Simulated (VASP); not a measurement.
Set up this calculation in VASP 6.6.1, as the native input.

* Task: single point
* Functional: LDA
* Potentials or basis: VASP PAW LDA potentials, release 64 (H)
* Cutoff: 520 eV
* k mesh: 8 × 8 × 4
* Occupations: gaussian, width 0.05 eV
* Spin: no spin polarisation
* Dipole correction: no
* Further INCAR settings: ALGO = Normal; EDIFF = 1e-07; NBANDS = 10

The structure of H lies in POSCAR:

```
H
1.0
    1.5743479263     -2.6087622596      0.0000000000
    1.5743479263      2.6087622596      0.0000000000
    0.0000000000      0.0000000000      6.3137686200
H
4
Direct
    0.5678085000      0.4321915000      0.9995149500
    0.4321915000      0.5678085000      0.0004850500
    0.4321915000      0.5678085000      0.4995149500
    0.5678085000      0.4321915000      0.5004850500
```

This cell differs from its parent crystal: strain -0.0450 x Voigt [1, 1, 0, 0, 0, 0].

One way to write it, as run:

INCAR

```
PREC = Accurate
ENCUT = 520
EDIFF = 1E-7
ISMEAR = 0
SIGMA = 0.05
LREAL = F
LASPH = T
NELM = 60
ALGO = Normal
ISIF = 2
LWAVE = F
LCHARG = F
GGA = CA
NBANDS = 10
```

KPOINTS

```
regular mesh
0
Gamma
  8 8 4
```

Potentials or basis: VASP PAW LDA potentials, release 64 (H).

Launch:

```console
$ cat potpaw_LDA.64/H/POTCAR > POTCAR
$ mpirun -np 1 vasp_std > vasp.out
```

It gave:

```
Pressure               : 2.8 GPa
Largest force          : 2.385 eV/Å
Band gap on the k mesh : 8.06 eV
```

Caveat: the cell differs from its parent crystal (strain -0.0450 x Voigt [1, 1, 0, 0, 0, 0]); forces of over 1 eV/Å act on the atoms, so gaps and moduli don't describe the material at rest.

It took 14 s on 1 thread of Intel(R) Xeon(R) Platinum 8375C CPU @ 2.90GHz (Ice Lake), with other jobs on the host, peak memory 0.14 GiB.
